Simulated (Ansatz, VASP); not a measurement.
## Two plane-wave programs on InP

```xyz
2
Lattice="0.0000 2.9305 2.9305 2.9305 0.0000 2.9305 2.9305 2.9305 0.0000" Properties=species:S:1:pos:R:3 pbc="T T T"
In    0.0000    0.0000    0.0000
P     4.3957    4.3957    4.3957
```

Alike in both runs: task relaxation of cell and atoms; functional PBE; k mesh 8 × 8 × 8; occupations fermi-dirac, width 0.05 eV; no spin polarisation.

```csv
,VASP,Ansatz
version,VASP 6.6.1,Ansatz 0.2.0
potentials or method,"VASP PAW PBE potentials, release 64 (In, P)",Ansatz PAW
plane-wave cutoff (eV),580,420
valence electrons in the cell,8,18
```

```csv
,VASP,Ansatz,Ansatz less VASP
"gap on the k mesh at the Fermi level, each at its own relaxed structure (eV)",0.38,0.44,+0.063
relaxed volume (Å³/atom),27.00,26.47,-0.538
relaxed cell length with the largest relative difference (Å),4.243,4.214,-0.0284
```

VASP's potentials hold 8 valence electrons a cell and Ansatz's 18, so a difference there can come from the potentials and not from the codes.

Noted on Ansatz's run: the plane-wave basis is chosen anew once the cell has moved, so the energies of steps on either side of that aren't comparable.
